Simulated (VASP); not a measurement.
Set up this calculation in VASP 6.6.1, as the native input.

| Property | Result |
| --- | --- |
| Task | single point |
| Functional | PBE |
| Potentials or basis | VASP PAW PBE potentials, release 64 (Sn_d, Se) |
| Cutoff | 520 eV |
| k mesh | 9 × 9 × 5 |
| Occupations | fermi-dirac, width 0.08 eV |
| Spin | no spin polarisation |
| Dipole correction | no |
| Further INCAR settings | ALGO = Normal; EDIFF = 1e-06; NBANDS = 28 |

The structure of SnSe (wurtzite type) lies in POSCAR:

```
SnSe
1.0
    4.6164867941      0.0000000000      0.0000000000
   -2.3082433970      3.9979948399      0.0000000000
    0.0000000000      0.0000000000      5.5474719906
Sn Se
2 2
Direct
    0.3333333333      0.6666666667     -0.0619946062
    0.6666666667      0.3333333333      0.4380053938
    0.3333333333      0.6666666667      0.4379946062
    0.6666666667      0.3333333333      0.9379946062
```

One way to write it, as run:

INCAR

```
PREC = Accurate ; ENCUT = 520
EDIFF = 1E-6 ; ISMEAR = -1
SIGMA = 0.08 ; LREAL = False
LASPH = True ; NELM = 80
ALGO = Normal ; ISIF = 2
LWAVE = False ; LCHARG = False
GGA = PE ; NBANDS = 28
```

KPOINTS

```
regular mesh
0
Gamma
  9 9 5
```

Potentials or basis: VASP PAW PBE potentials, release 64 (Sn_d, Se).

Command:

```bash
$ cat potpaw_PBE.64/Sn_d/POTCAR potpaw_PBE.64/Se/POTCAR > POTCAR
$ mpirun -np 1 vasp_std > vasp.out
```

It gave:

```json
{
  "Pressure": "20.1 GPa"
}
```

Wall time 58 s on 1 thread of AMD EPYC 9R45 96-Core Processor (Zen 5), on a shared host, peak memory 0.23 GiB.
